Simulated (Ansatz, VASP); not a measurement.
## BaMg6Ti in VASP and in Ansatz

File INCAR:

```
PREC = Accurate
ENCUT = 520
EDIFF = 1E-6
ISMEAR = -1
SIGMA = 0.05
LREAL = False
LASPH = True
NELM = 80
ALGO = Normal
ISIF = 2
LWAVE = False
LCHARG = False
GGA = PE
NBANDS = 27
```

File KPOINTS:

```
regular mesh
0
Gamma
  5 5 5
```

File POSCAR:

```
BaMg6Ti
1.0
    6.6383049353      0.0000000000      0.0000000000
   -3.3191524676      5.7489407121      0.0000000000
    0.0000000000      0.0000000000      5.2523083535
Ba Ti Mg
1 1 6
Direct
    0.0000000000      0.0000000000      0.0000000000
    0.6666666667      0.3333333333      0.5000000000
    0.5140310000      0.4859690000      0.0000000000
    0.9719380000      0.4859690000      0.0000000000
    0.5140310000      0.0280620000      0.0000000000
    0.1770245000      0.8229755000      0.5000000000
    0.6459510000      0.8229755000      0.5000000000
    0.1770245000      0.3540490000      0.5000000000
```

input.yaml

```yaml
crystal:
  lattice:
    - [6.6383049353, 0.0, 0.0]
    - [-3.3191524676, 5.7489407121, 0.0]
    - [0.0, 0.0, 5.2523083535]
  atoms:
    - { symbol: Ba, position: [0.0, 0.0, 0.0] }
    - { symbol: Ti, position: [0.6666666667, 0.3333333333, 0.5] }
    - { symbol: Mg, position: [0.514031, 0.485969, 0.0] }
    - { symbol: Mg, position: [0.971938, 0.485969, 0.0] }
    - { symbol: Mg, position: [0.514031, 0.028062, 0.0] }
    - { symbol: Mg, position: [0.1770245, 0.8229755, 0.5] }
    - { symbol: Mg, position: [0.645951, 0.8229755, 0.5] }
    - { symbol: Mg, position: [0.1770245, 0.354049, 0.5] }
hamiltonian:
  xc: pbe
  pseudopotentials: { kind: paw }
kpoints:
  mp_grid: { grid: [5, 5, 5] }
scf:
  occupations: { method: fermi_dirac, width: 0.05 }
output:
  forces: true
  stress: true
  eigenvalues: true
```

Alike in both runs: task single point; functional PBE; k mesh 5 × 5 × 5; occupations fermi-dirac, width 0.05 eV; no spin polarisation.

|  | VASP | Ansatz |
| --- | --- | --- |
| version | VASP 6.6.1 | Ansatz 0.2.0 |
| potentials or method | VASP PAW PBE potentials, release 64 (Ba_sv, Ti_sv, Mg) | Ansatz PAW |
| plane-wave cutoff (eV) | 520 | 420 |
| valence electrons in the cell | 34 | 82 |

|  | VASP | Ansatz | Ansatz less VASP |
| --- | --- | --- | --- |
| gap on the k mesh at the Fermi level (eV) | none | none | - |
| pressure (GPa) | 0.5 | 0.5 | -0.02 |
| traceless stress, the component that is largest in VASP (GPa) | -0.64 | -0.60 | +0.038 |
| rms of the force components (eV/Å) | 0.062 | 0.062 | -0.0001 |

Atom by atom the forces differ by 0.004 eV/Å (rms over components). A gap of «none» marks a metal or a gap that the smearing closes. With one functional, cell and mesh, what is left measures potentials, basis and numerics. VASP's potentials hold 34 valence electrons a cell and Ansatz's 82, so a difference there can come from the potentials and not from the codes.

Neither program's run includes spin-orbit coupling.
